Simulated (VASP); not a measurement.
Runs of VASP 6.6.1 on Ir. The structure is that of space group Pm-3m (No. 221), or close to it. The cells are those of the table. This isn't the form of Ir at room conditions, which is fcc.

```csv
cell,k mesh,gap on the mesh (eV),pressure (GPa)
"a = 2.494 Å, 1 atom",14 × 14 × 14,none,(b)
"a = 2.561 Å, 1 atom",14 × 14 × 14,none,-11.3
"a = 2.459 Å, 1 atom",14 × 14 × 14,none,28.5
"a = 2.528 Å, 1 atom",14 × 14 × 14,none,-1.1
"a = 2.594 Å, 1 atom",14 × 14 × 14,none,(a)
"a = 2.528 Å, 1 atom",13 × 13 × 13,none,-0.5
```

Alike in all rows: task single point; level LDA; potentials or basis VASP PAW LDA potentials, release 64 (Ir_sv_GW); no spin polarisation; cutoff (eV) 560; smearing fermi-dirac 0.1 eV.

Task: Estimate the missing entries.

Result: (a) -19.4; (b) 12.0.

Caveats: spin-orbit coupling is left out, which moves the levels of the heavy elements; the cell stands under pressure (at least some runs); the cell stands under tension (at least some runs).

A k mesh can miss the band edges, and the runs leave out spin-orbit coupling on Ir.

A gap of «none» marks levels without a gap at the run's occupations.
